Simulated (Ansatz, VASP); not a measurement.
**One calculation of Ag, two programs**

```
Ag
1.0
     2.87327    0.00000    0.00000
    -1.43663    2.48832    0.00000
     0.00000    0.00000    4.67737
Ag
2
Direct
  0.33333 0.66667 0.25000
  0.66667 0.33333 0.75000
```

Alike in both runs: functional PBEsol; k mesh 12 × 12 × 8; occupations fermi-dirac, width 0.05 eV; no spin polarisation.

Ansatz relaxed the structure, and its values are those at the end. VASP's run is a single point on that final structure, the one shown.

|  | VASP | Ansatz |
| --- | --- | --- |
| version | VASP 6.6.1 | Ansatz 0.2.0 |
| potentials or method | VASP PAW PBE potentials, release 64 (Ag) | PAW with Ansatz's default frozen-core files, scalar-relativistic |
| plane-wave cutoff (eV) | 500 | 420 |
| valence electrons in the cell | 22 | 38 |

```tsv
	VASP	Ansatz	Ansatz less VASP
pressure (GPa)	-0.2	0.0	+0.18
```

VASP's potentials were made for PBE, not for PBEsol. VASP's potentials hold 22 valence electrons a cell and Ansatz's 38, so a difference there can come from the potentials and not from the codes.
